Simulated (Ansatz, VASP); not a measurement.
# RbBr: VASP beside Ansatz

```
CELL_PARAMETERS angstrom
4.12793 0.00000 0.00000
0.00000 4.12793 0.00000
0.00000 0.00000 4.12793
ATOMIC_POSITIONS crystal
Rb 0.00000 0.00000 0.00000
Br 0.50000 0.50000 0.50000
```

Alike in both runs: task single point; functional PBE-based screened hybrid; k mesh 4 × 4 × 4; no spin polarisation.

|  | VASP | Ansatz |
| --- | --- | --- |
| version | VASP 6.6.1 | Ansatz 0.2.0 |
| potentials or method | VASP PAW PBE potentials, release 64 (Rb_sv, Br) | plane waves |
| plane-wave cutoff (eV) | 520 | 420 |
| occupations | gaussian, width 0.01 eV | fixed |
| valence electrons in the cell | 16 | 16 |

|  | VASP | Ansatz | Ansatz less VASP |
| --- | --- | --- | --- |
| gap on the k mesh at the Fermi level (eV) | 8.08 | 8.10 | +0.020 |
| pressure (GPa) | -0.7 | -0.6 | +0.04 |

VASP's potentials were made for PBE, not for PBE-based screened hybrid. Ansatz's warnings: stress exchange threshold loose, stress scf threshold loose.
